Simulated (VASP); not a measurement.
Write the native input for VASP 6.6.1 that does the following.

- Task: single point
- Functional: PBE
- Dispersion: D3(BJ)
- Potentials or basis: VASP PAW PBE potentials, release 64 (K_sv, B, F)
- Cutoff: 520 eV
- k mesh: 6 × 6 × 2
- Occupations: gaussian, width 0.1 eV
- Spin: no spin polarisation
- Dipole correction: no
- Further INCAR settings: ALGO = Normal; EDIFF = 1e-06; NBANDS = 24

The structure of KBF3 lies in POSCAR:

```
KBF3
1.0
    2.9767170300      0.0000000000      0.0000000000
   -1.4883585200      2.5779125700      0.0000000000
    0.0000000000      0.0000000000      8.4015990600
K B F
1 1 3
Direct
    0.3333333300      0.6666666700      0.7133229800
    0.0000000000      0.0000000000      0.3565025800
    0.0000000000      0.0000000000      0.0000000000
    0.3333333300      0.6666666700      0.2863591900
    0.6666666700      0.3333333300      0.4266459700
```

These files were run (other wordings do the same):

INCAR

```
  ALGO = Normal
  EDIFF = 1E-6
  ENCUT = 520
  GGA = PE
  ISIF = 2
  ISMEAR = 0
  IVDW = 12
  LASPH = T
  LCHARG = F
  LREAL = F
  LWAVE = F
  NBANDS = 24
  NELM = 100
  PREC = Accurate
  SIGMA = 0.1
```

KPOINTS

```
k-points
0
Gamma
  6 6 2
```

Potentials or basis: VASP PAW PBE potentials, release 64 (K_sv, B, F).

The run is started by

```console
$ cat potpaw_PBE.64/K_sv/POTCAR potpaw_PBE.64/B/POTCAR potpaw_PBE.64/F/POTCAR > POTCAR
$ mpirun -np 1 vasp_std > vasp.out
```

Results of the run:

| Quantity | Value |
| --- | --- |
| Pressure | 10.8 GPa |
| Largest force | 3.334 eV/Å |
| Band gap on the k mesh | zero (an odd number of electrons rules out a gap without spin polarisation) |
| Dispersion energy per atom | -0.111 eV |

Caveat: the k points lie up to 0.41 Å⁻¹ apart, too coarse for converged energies and pressures of a metal; an odd number of electrons without spin polarisation forces a metal; a magnetic or distorted state may lie lower.

Run time: 54 s on 1 thread of AMD EPYC 7R43 64-Core Processor (Zen 3), on a shared host, peak memory 0.15 GiB.
